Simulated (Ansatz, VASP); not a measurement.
## Ga: VASP beside Ansatz

INCAR

```
ALGO = Normal
EDIFF = 1E-6
ENCUT = 520
GGA = PS
ISIF = 2
ISMEAR = -1
LASPH = T
LCHARG = F
LREAL = F
LWAVE = F
NBANDS = 34
NELM = 60
PREC = Accurate
SIGMA = 0.05
```

KPOINTS

```
k-points
0
Gamma
  9 9 8
```

POSCAR

```
Ga
1.0
    2.2553500000     -3.8224000000      0.0000000000
    2.2553500000      3.8224000000      0.0000000000
    0.0000000000      0.0000000000      4.5618670000
Ga
4
Direct
    0.1525000000      0.8475000000      0.0785000000
    0.6525000000      0.3475000000      0.4215000000
    0.8475000000      0.1525000000      0.9215000000
    0.3475000000      0.6525000000      0.5785000000
```

Input for Ansatz:

```yaml
crystal:
  lattice:
    - [2.25535, -3.8224, 0.0]
    - [2.25535, 3.8224, 0.0]
    - [0.0, 0.0, 4.561867]
  atoms:
    - { symbol: Ga, position: [0.1525, 0.8475, 0.0785] }
    - { symbol: Ga, position: [0.6525, 0.3475, 0.4215] }
    - { symbol: Ga, position: [0.8475, 0.1525, 0.9215] }
    - { symbol: Ga, position: [0.3475, 0.6525, 0.5785] }
kpoints:
  mp_grid: { grid: [9, 9, 8] }
  band_path:
    path:
      - [0.0, 0.0, 0.0]
      - [-0.5, 0.5, 0.0]
      - [-0.337035342, 0.662964658, 0.0]
      - [0.337035342, 0.337035342, 0.0]
      - [0.0, 0.0, 0.0]
      - [0.0, 0.0, 0.5]
      - [0.337035342, 0.337035342, 0.5]
      - [-0.337035342, 0.662964658, 0.5]
      - [-0.5, 0.5, 0.5]
    npoints: 5
scf:
  occupations: { method: fermi_dirac, width: 0.05 }
hamiltonian:
  xc: pbesol
  pseudopotentials: { kind: all_electron, lapw: { basis_error: 0.001 } }
output:
  forces: true
  stress: true
  eigenvalues: true
```

Change from the starting cell: zz strain of +1 %.

Alike in both runs: task single point; functional PBEsol; k mesh 9 × 9 × 8; occupations fermi-dirac, width 0.05 eV; no spin polarisation.

|  | VASP | Ansatz |
| --- | --- | --- |
| version | VASP 6.6.1 | Ansatz 0.2.0 |
| potentials or method | VASP PAW PBE potentials, release 64 (Ga_d), cutoff 520 eV | all-electron LAPW, scalar-relativistic |

```tsv
	VASP	Ansatz	Ansatz less VASP
pressure (GPa)	-1.7	-1.7	0.00
traceless stress, the component that is largest in VASP (GPa)	1.83	1.83	+0.003
rms of the force components (eV/Å)	0.265	0.267	+0.0018
```

VASP's potentials were made for PBE, not for PBEsol. Atom by atom the forces differ by 0.002 eV/Å (rms over components). Ansatz ran all-electron here, and VASP with PAW potentials.
